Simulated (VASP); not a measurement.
## Si: single point with PBEsol

Si:

```xyz
8
Lattice="4.6808 2.7025 1.8678 -4.6808 2.7025 1.8678 0.0000 -5.4050 1.8678" Properties=species:S:1:pos:R:3 pbc="T T T"
Si   -3.2703   -0.8273    2.3778
Si    3.2703    0.8273    3.2255
Si    0.0000    0.0000    4.0104
Si   -0.9187   -3.2458    3.2255
Si   -2.3516    2.4185    3.2255
Si    0.9187    3.2458    2.3778
Si    0.0000    0.0000    1.5928
Si    2.3516   -2.4185    2.3778
```

```yaml
Program: VASP 6.6.1
Task: single point
Functional: PBEsol
Potentials_or_basis: VASP PAW PBE potentials, release 64 (Si)
Cutoff: 500 eV
k_mesh: 9 × 9 × 9
Occupations: fermi-dirac, width 0.15 eV
Spin: no spin polarisation
```

```json
{"Pressure": "0.1 GPa", "Largest force": "0.009 eV/Å", "Band gap on the k mesh": "zero (bands 16 and 17 overlap by 0.19 eV)"}
```

Forces in eV/Å, atoms in the order of the input:
```
Si  -0.005  0.005  0.005
Si   0.005 -0.005 -0.005
Si   0.000  0.000  0.008
Si  -0.007 -0.002 -0.005
Si   0.002  0.007 -0.005
Si   0.007  0.002  0.005
Si   0.000  0.000 -0.008
Si  -0.002 -0.007  0.005
```

Levels at points of the mesh, in eV from the Fermi level:
| k point | band 14 | band 15 | band 16 | band 17 | band 18 | band 19 |
| --- | --- | --- | --- | --- | --- | --- |
| (0.00, 0.00, 0.00) | -1.34 | -1.34 | -0.75 | 1.78 | 1.96 | 1.96 |

It took 9.4 min on 1 thread of Oxide Virtual Turin-like Processor, with other jobs on the host, peak memory 0.41 GiB.

Caveat: semilocal functionals underestimate gaps, and a narrow one can read as zero; the PAW data sets were made with another functional, which shifts forces and pressure a little.
